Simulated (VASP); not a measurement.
# Al16AgO24 (a cell with a defect) (Ag interstitial hop between voids) in VASP: notebook, part 2 of 2

VASP 6.6.1. The steps go on from the part before.

### Step 4. Single point, PBE

Input file INCAR:

```
PREC     = Accurate       # precision mode
ENCUT    = 520            # plane-wave cutoff, eV
EDIFF    = 1E-6           # SCF threshold, eV
ISMEAR   = -1             # smearing method
SIGMA    = 0.01           # smearing width, eV
LREAL    = Auto         
LASPH    = True           # aspherical terms in the spheres
NELM     = 80             # most SCF steps
ALGO     = Normal         # electronic algorithm
ISIF     = 2              # what is computed and relaxed
LWAVE    = False          # write WAVECAR
LCHARG   = False          # write CHGCAR
GGA      = PE             # functional
NELECT   = 202.0        
NBANDS   = 128            # bands
```

Input file KPOINTS:

```
Automatic mesh
0
Gamma
  1 1 1
  0.25 0.25 0.25
```

Input file POSCAR:

```
Al16AgO24
1.0
    2.4039417600      1.3879164200      4.3742070900
   -4.8078835200      2.7758328500      8.7484141900
    0.0000000000     -5.5516656900      8.7484141900
Al O Ag
16 24 1
Direct
    0.6352888593      0.3202097996      0.3370281686
    0.8526234763      0.4251332570      0.4313300038
    0.1435197671      0.0737104300      0.0706139916
    0.3542769113      0.1614852062      0.1945233634
    0.6534354821      0.3073044171      0.8090380044
    0.8291407356      0.4207265070      0.9043337227
    0.1461278105      0.0714149468      0.5769693857
    0.3526666339      0.1723011893      0.6784180323
    0.6481741601      0.8240311802      0.3254270844
    0.8530224875      0.9275250454      0.4261105656
    0.1564302060      0.5998772834      0.0815133954
    0.3543983996      0.6845411497      0.1846420923
    0.6468198852      0.8289115817      0.8184813696
    0.8445997987      0.9278967987      0.9276562444
    0.1440185790      0.5772912893      0.5704095045
    0.3537517343      0.6847964501      0.6670497701
    0.4454204134      0.0222336361      0.3823903098
    0.9416383659      0.1312092500      0.2719724818
    0.0636049303      0.3531014304      0.2543573327
    0.7233817781      0.2262111094      0.0216986546
    0.2454759009      0.2745960387      0.4798469301
    0.5327153591      0.4706330111      0.1368866587
    0.4437353187      0.0218584462      0.8755083968
    0.9560235965      0.1151338307      0.7777572278
    0.0342686945      0.3787972271      0.7107452233
    0.7392022741      0.2191465770      0.5390089044
    0.2625940414      0.2624902988      0.9328965513
    0.5436808634      0.4751018036      0.6252315944
    0.4492492338      0.5278786358      0.3762844096
    0.9421544968      0.6267110105      0.2851712972
    0.0492673580      0.8808314182      0.2234988254
    0.7454289033      0.7301835943      0.0368735500
    0.2520235935      0.7810045783      0.4680778695
    0.5510073789      0.9754037569      0.1272275779
    0.4483534274      0.5632019820      0.8611679654
    0.9384632514      0.6329674976      0.7673265587
    0.0513910131      0.8752429182      0.7231776370
    0.7541182402      0.7238923978      0.5230526382
    0.2465521135      0.7886370179      0.9779591515
    0.5583638351      0.9720102663      0.6227803610
    1.0619489100      0.4594839543      0.0115572492
```

Launch:

```sh
> cat potpaw_PBE.64/Al/POTCAR potpaw_PBE.64/O/POTCAR potpaw_PBE.64/Ag/POTCAR > POTCAR
> mpirun -np 1 vasp_std > vasp.out
```

It took 2.4 min on 1 thread of Intel Xeon Platinum 8375C at 2.90GHz (Ice Lake), shared host; peak memory 0.54 GiB.

Results (log left out):

* Free energy: -302.3202 eV
* Largest force: 0.031 eV/Å

Forces in eV/Å, atoms in the order of the input:
```
Al  -0.003 -0.004 -0.016
Al  -0.005 -0.003  0.016
Al   0.007 -0.007 -0.010
Al   0.008  0.002  0.008
Al  -0.001 -0.004 -0.003
Al  -0.009  0.005 -0.004
Al   0.004  0.008 -0.010
Al   0.002 -0.006  0.007
Al   0.000 -0.003 -0.005
Al  -0.002 -0.006  0.009
Al  -0.001 -0.003 -0.001
Al  -0.004  0.001  0.013
Al  -0.006  0.002 -0.006
Al  -0.007  0.009  0.016
Al   0.003 -0.001 -0.010
Al  -0.004  0.005  0.003
O   -0.006 -0.001  0.004
O   -0.004  0.006  0.002
O   -0.003  0.014  0.002
O   -0.002  0.000  0.001
O   -0.003  0.008 -0.005
O    0.013 -0.002 -0.002
O   -0.002 -0.006  0.009
O    0.002  0.001  0.003
O    0.003  0.011 -0.003
O    0.005  0.011  0.009
O   -0.012  0.002  0.011
O   -0.009 -0.008  0.010
O    0.006  0.006 -0.002
O   -0.004 -0.009 -0.007
O    0.002 -0.001  0.000
O    0.009 -0.004 -0.012
O   -0.003  0.002 -0.001
O    0.001  0.003 -0.004
O   -0.006 -0.016 -0.013
O    0.014 -0.025  0.010
O    0.006 -0.007 -0.005
O    0.001 -0.006 -0.002
O    0.003  0.009  0.001
O    0.007  0.002 -0.002
Ag  -0.002  0.013 -0.012
```

Levels at points of the mesh, in eV from the Fermi level:
```tsv
k point	band 98	band 99	band 100	band 101	band 102	band 103	band 104	band 105
(0.25, 0.25, 0.25)	-1.87	-1.82	-0.62	-0.27	3.88	5.59	5.82	6.43
```

Caveat: the k points lie up to 1.58 Å⁻¹ apart; the cell carries a net charge on a neutralising background, which shifts energy and pressure; the cell is charged against a uniform background, so pressure and absolute levels hang on convention.

### Step 5. Single point, PBE

Input file INCAR:

```
SYSTEM = Al16AgO24
ALGO = Normal ; EDIFF = 1E-6
ENCUT = 520 ; GGA = PE
ISIF = 2 ; ISMEAR = -1
LASPH = .True. ; LCHARG = .True.
LELF = .True. ; LREAL = Auto
LVHAR = .True. ; LWAVE = .False.
NBANDS = 128 ; NELECT = 202.0
NELM = 100 ; PREC = Accurate
SIGMA = 0.01
```

KPOINTS is that of step 4.

Input file POSCAR:

```
Al16AgO24
1.0
    2.4039417600      1.3879164200      4.3742070900
   -4.8078835200      2.7758328500      8.7484141900
    0.0000000000     -5.5516656900      8.7484141900
Al O Ag
16 24 1
Direct
    0.6376919315      0.3147160820      0.3331802462
    0.8482778408      0.4196059487      0.4308911692
    0.1238790099      0.0697406507      0.0734572512
    0.3452342655      0.1380632590      0.2003121041
    0.6638004476      0.3089589442      0.8125301809
    0.8482622693      0.4374513409      0.9132738204
    0.1444713596      0.0744127292      0.5711720856
    0.3434950587      0.1770860530      0.6782255859
    0.6581647144      0.8111924146      0.3274082533
    0.8486740535      0.9187190121      0.4291249151
    0.1470133103      0.6368786646      0.0603069285
    0.3779797382      0.6778800409      0.1835665236
    0.6500057373      0.8344694541      0.8156107755
    0.8260659631      0.9450402544      0.9191791404
    0.1505877237      0.5728816237      0.5743447071
    0.3522563314      0.6876902677      0.6681129213
    0.4429787495      0.0096533359      0.3857151433
    0.9250794867      0.1198207500      0.2755661938
    0.0436801209      0.3202570238      0.2757441477
    0.7328216585      0.2051500590      0.0266155230
    0.2440041107      0.2772408412      0.4754954087
    0.5733612933      0.4810911385      0.1200364318
    0.4383250506      0.0331944177      0.8727684556
    0.9552450331      0.1237967650      0.7697407647
    0.0318595641      0.3794591797      0.7240894702
    0.7251872523      0.2179509789      0.5474533143
    0.2463780755      0.2660290207      0.9552681245
    0.5509972092      0.4719089369      0.6278838817
    0.4506631606      0.5240012535      0.3783013623
    0.9527195848      0.6186773001      0.2779133353
    0.0506971463      0.8692061631      0.2265133553
    0.7486606985      0.7363314237      0.0246679895
    0.2537852305      0.7740778033      0.4704224694
    0.5423501633      0.9614844425      0.1322087529
    0.4662372027      0.5871689840      0.8514214449
    0.9615034920      0.6299816508      0.7766338044
    0.0449970840      0.8826506199      0.7190373125
    0.7621258197      0.7160090443      0.5245970359
    0.2321402241      0.8142473840      0.9690359913
    0.5555966983      0.9709935953      0.6217855851
    1.1920996690      0.4361216672      0.0282761182
```

Launch:

```sh
> cat potpaw_PBE.64/Al/POTCAR potpaw_PBE.64/O/POTCAR potpaw_PBE.64/Ag/POTCAR > POTCAR
> mpirun -np 1 vasp_std > vasp.out
```

Run time: 2.4 min. Hardware: 1 thread of Intel Xeon Platinum 8375C at 2.90GHz (Ice Lake), shared host; peak memory 0.54 GiB.

Results (log left out):

```yaml
Free_energy: -301.0686 eV
Largest_force: 1.975 eV/Å
```

Forces on the atoms (eV/Å):
```
Al   0.022 -0.023  0.000
Al   0.042  0.029  0.057
Al  -0.074  0.059  0.099
Al   0.011  0.126  0.318
Al   0.055  0.023 -0.058
Al  -0.059 -0.219 -0.515
Al   0.047 -0.046  0.036
Al   0.069 -0.029  0.016
Al  -0.031  0.009  0.047
Al   0.006  0.018  0.074
Al   0.406 -0.153  0.327
Al   0.010  0.047  0.202
Al   0.082 -0.014  0.003
Al   0.150 -0.080 -0.007
Al   0.024 -0.026  0.001
Al   0.049  0.005  0.003
O    0.028 -0.016  0.100
O    0.039  0.049  0.134
O    0.007  0.112  0.126
O   -0.442  0.139  0.424
O    0.046 -0.049  0.027
O   -0.163 -0.131 -0.299
O    0.073 -0.050 -0.010
O    0.090 -0.111  0.023
O    0.043  0.085 -0.122
O    0.054  0.032  0.027
O    0.077  0.091 -0.293
O    0.012  0.008 -0.003
O    0.045  0.022  0.021
O   -0.002 -0.105  0.115
O   -0.046  0.074  0.096
O    0.180 -0.041  0.185
O    0.008 -0.007  0.027
O   -0.001  0.095  0.203
O    0.117 -0.004 -0.018
O    0.077 -0.112 -0.055
O    0.076 -0.026 -0.015
O    0.015  0.016  0.035
O    0.108  0.051  0.126
O    0.043 -0.018  0.031
Ag  -1.289  0.167 -1.487
```

Levels at points of the mesh, in eV from the Fermi level:
| k point | band 97 | band 98 | band 99 | band 100 | band 101 | band 102 | band 103 | band 104 | band 105 | band 106 |
| --- | --- | --- | --- | --- | --- | --- | --- | --- | --- | --- |
| (0.25, 0.25, 0.25) | -1.38 | -1.27 | -1.00 | -0.71 | -0.31 | 4.24 | 5.91 | 6.14 | 7.17 | 7.34 |

Caveat: the k points lie up to 1.58 Å⁻¹ apart; the cell carries a net charge on a neutralising background, which shifts energy and pressure; the cell is charged against a uniform background, so pressure and absolute levels hang on convention.
